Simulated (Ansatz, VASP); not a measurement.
ZrNbSe3 in VASP and in Ansatz

```
Zr Nb Se
1.0
     5.78466    0.00000    0.00000
     0.00000    5.78466    0.00000
     0.00000    0.00000    6.82426
Zr Nb Se
2 2 6
Cartesian
  2.8923 2.8923 0.0000
  0.0000 0.0000 0.0000
  2.8923 0.0000 2.0380
  0.0000 2.8923 4.7862
  1.4462 1.4462 3.4121
  1.4462 4.3385 3.4121
  4.3385 4.3385 3.4121
  4.3385 1.4462 3.4121
  2.8923 0.0000 6.2954
  0.0000 2.8923 0.5289
```

Change from the starting cell: species swapped into the SrGeAu3 type (P4/nmm, No. 129).

Alike in both runs: functional PBE; k mesh 8 × 8 × 6; occupations gaussian, width 0.1 eV; no spin polarisation.

Ansatz relaxed the structure, and its values are those at the end. VASP's run is a single point on that final structure, the one shown.

|  | VASP | Ansatz |
| --- | --- | --- |
| version | VASP 6.6.1 | Ansatz 0.2.0 |
| potentials or method | VASP PAW PBE potentials, release 64 (Zr_sv, Nb_sv, Se), cutoff 520 eV | scalar-relativistic, plane waves, PAW |
| valence electrons in the cell | 86 | 146 |

|  | VASP | Ansatz | Ansatz less VASP |
| --- | --- | --- | --- |
| gap on the k mesh at the Fermi level (eV) | none | none | - |
| pressure (GPa) | 0.0 | 0.0 | +0.01 |

A gap of «none» marks a metal or a gap that the smearing closes. VASP's potentials hold 86 valence electrons a cell and Ansatz's 146, so a difference there can come from the potentials and not from the codes.
